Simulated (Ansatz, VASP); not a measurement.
**Two plane-wave programs on Ga3AsP2**

The input INCAR:

```
  ALGO = Normal
  EDIFF = 1E-6
  EDIFFG = -0.04
  ENCUT = 600
  GGA = PE
  IBRION = 2
  ISIF = 3
  ISMEAR = 0
  LASPH = T
  LCHARG = F
  LREAL = F
  LWAVE = F
  NELM = 80
  NSW = 90
  PREC = Accurate
  SIGMA = 0.1
```

KPOINTS

```
k-points
0
Gamma
  6 6 2
```

Contents of POSCAR:

```
Ga3AsP2
1.0
    3.8343305000      0.0000000000      0.0000000000
   -1.9171652500      3.3206276200      0.0000000000
    0.0000000000      0.0000000000      9.3921532300
Ga P As
3 2 1
Direct
    0.0000000000      0.0000000000      0.0000000000
    0.3333333300      0.6666666700      0.6666666700
    0.6666666700      0.3333333300      0.3333333300
    0.0000000000      0.0000000000      0.7500000000
    0.3333333300      0.6666666700      0.4166666700
    0.6666666700      0.3333333300      0.0833333300
```

Input for Ansatz:

```yaml
crystal:
  lattice:
    - [3.8343305, 0.0, 0.0]
    - [-1.91716525, 3.32062762, 0.0]
    - [0.0, 0.0, 9.39215323]
  atoms:
    - { symbol: Ga, position: [0.0, 0.0, 0.0] }
    - { symbol: Ga, position: [0.33333333, 0.66666667, 0.66666667] }
    - { symbol: Ga, position: [0.66666667, 0.33333333, 0.33333333] }
    - { symbol: P, position: [0.0, 0.0, 0.75] }
    - { symbol: P, position: [0.33333333, 0.66666667, 0.41666667] }
    - { symbol: As, position: [0.66666667, 0.33333333, 0.08333333] }
basis:
  ecutwfc: 420
kpoints:
  mp_grid: { grid: [6, 6, 2] }
hamiltonian:
  xc: pbe
scf:
  occupations: { method: gaussian, width: 0.1 }
  lower_state_search: "off"
output:
  forces: true
  stress: true
  eigenvalues: true
relax:
  adjacent_minimum: "off"
  f_tol: 0.04
  max_steps: 70
  cell: { stress_tol: 0.4 }
```

Alike in both runs: task relaxation of cell and atoms; functional PBE; k mesh 6 × 6 × 2; occupations gaussian, width 0.1 eV; no spin polarisation.

```csv
,VASP,Ansatz
version,VASP 6.6.1,Ansatz 0.2.0
potentials or method,"VASP PAW PBE potentials, release 64 (Ga_d, P, As), cutoff 600 eV","scalar-relativistic, plane waves, PAW"
valence electrons in the cell,54,64
```

```csv
,VASP,Ansatz,Ansatz less VASP
"gap on the k mesh at the Fermi level, each at its own relaxed structure (eV)",0.93,0.95,+0.022
relaxed volume (Å³/atom),21.80,21.76,-0.037
relaxed cell length with the largest relative difference (Å),9.674,9.663,-0.0106
```

VASP's potentials hold 54 valence electrons a cell and Ansatz's 64, so a difference there can come from the potentials and not from the codes.
